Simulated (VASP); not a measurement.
Set up this calculation in VASP 6.6.1, as the native input.

```
Task                   : single point
Functional             : PBE
Potentials or basis    : VASP PAW PBE potentials, release 64 (Na_pv, Cl)
Cutoff                 : 520 eV
k mesh                 : 6 × 6 × 10
Occupations            : gaussian, width 0.1 eV
Spin                   : no spin polarisation
Dipole correction      : no
Further INCAR settings : ALGO = Normal; EDIFF = 1e-06; NBANDS = 46
```

The structure of Na3Cl2 lies in POSCAR:

```
Na3Cl2
1.0
    8.2288088986      0.0000000000      0.0000000000
    0.0000000000      8.2288088986      0.0000000000
    0.0000000000      0.0000000000      3.6771969815
Na Cl
6 4
Direct
    0.8665670558      0.3300995237      0.5000000000
    0.1334329442      0.6699004763      0.5000000000
    0.6699004763      0.8665670558      0.5000000000
    0.3300995237      0.1334329442      0.5000000000
    0.5000000000      0.5000000000      0.5000000000
    0.0000000000      0.0000000000      0.0000000000
    0.7918870626      0.5910679418      0.0000000000
    0.2081129374      0.4089320582      0.0000000000
    0.4089320582      0.7918870626      0.0000000000
    0.5910679418      0.2081129374      0.0000000000
```

These files were run (other wordings do the same):

INCAR

```
PREC     = Accurate       # precision mode
ENCUT    = 520            # plane-wave cutoff, eV
EDIFF    = 1E-6           # SCF threshold, eV
ISMEAR   = 0              # smearing method
SIGMA    = 0.1            # smearing width, eV
LREAL    = False          # projectors in reciprocal space
LASPH    = True           # aspherical terms in the spheres
NELM     = 80             # most SCF steps
ALGO     = Normal         # electronic algorithm
ISIF     = 2              # what is computed and relaxed
LWAVE    = False          # write WAVECAR
LCHARG   = True           # write CHGCAR
GGA      = PE             # functional
LELF     = True           # ELF
LVHAR    = True         
NBANDS   = 46             # bands
```

KPOINTS

```
Automatic mesh
0
Gamma
  6 6 10
```

Potentials or basis: VASP PAW PBE potentials, release 64 (Na_pv, Cl).

Run with:

```bash
$ cat potpaw_PBE.64/Na_pv/POTCAR potpaw_PBE.64/Cl/POTCAR > POTCAR
$ mpirun -np 1 vasp_std > vasp.out
```

It gave:

- Pressure: 0.0 GPa
- Largest force: 0.009 eV/Å
- Band gap on the k mesh: zero (bands 35 and 36 overlap by 0.41 eV)

Run time: 6.4 min on 1 thread of Intel(R) Xeon(R) Platinum 8488C (Sapphire Rapids) (shared host), peak memory 0.64 GiB.
